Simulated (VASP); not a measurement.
Set up this calculation in VASP 6.6.1, as the native input.

- Task: single point
- Functional: PBEsol
- Potentials or basis: VASP PAW PBE potentials, release 64 (Mo_sv, S)
- Cutoff: 520 eV
- k mesh: 10 × 10 × 2
- Occupations: gaussian, width 0.05 eV
- Spin: no spin polarisation
- Dipole correction: no
- Further INCAR settings: ALGO = Normal; EDIFF = 1e-07; NBANDS = 35

The structure of MoS2 lies in POSCAR:

```
MoS2
1.0
   -3.1414322132      0.0000000000      0.0000000000
   -1.5707161066     -2.7205601009      0.0000000000
    0.0000000000      0.0000000000     13.5788195080
Mo S
2 4
Direct
    0.3333333333      0.3333333333      0.2315889739
    0.6666666667      0.6666666667      0.6947669218
    0.3333333333      0.3333333333      0.5799486676
    0.6666666667      0.6666666667      0.1167707197
    0.3333333333      0.3333333333      0.8095851760
    0.6666666667      0.6666666667      0.3464072281
```

The input as run:

INCAR

```
PREC = Accurate
ENCUT = 520
EDIFF = 1E-7
ISMEAR = 0
SIGMA = 0.05
LREAL = False
LASPH = True
NELM = 80
ALGO = Normal
ISIF = 2
LWAVE = False
LCHARG = False
GGA = PS
NBANDS = 35
```

KPOINTS

```
regular mesh
0
Gamma
  10 10 2
```

Potentials or basis: VASP PAW PBE potentials, release 64 (Mo_sv, S).

Launch:

```bash
$ cat potpaw_PBE.64/Mo_sv/POTCAR potpaw_PBE.64/S/POTCAR > POTCAR
$ mpirun -np 1 vasp_std > vasp.out
```

It gave:

```
Pressure               : -0.1 GPa
Largest force          : 0.023 eV/Å
Band gap on the k mesh : 1.32 eV, indirect (least direct gap 2.01 eV)
```

Caveat: the PAW data sets were made with another functional, which shifts forces and pressure a little; this functional lacks dispersion, which binds the layers, so the pressure and a relaxed spacing across them are unreliable.

Wall time 59 s on 1 thread of Intel(R) Xeon(R) Platinum 8559C (Emerald Rapids) (shared host), peak memory 0.27 GiB.
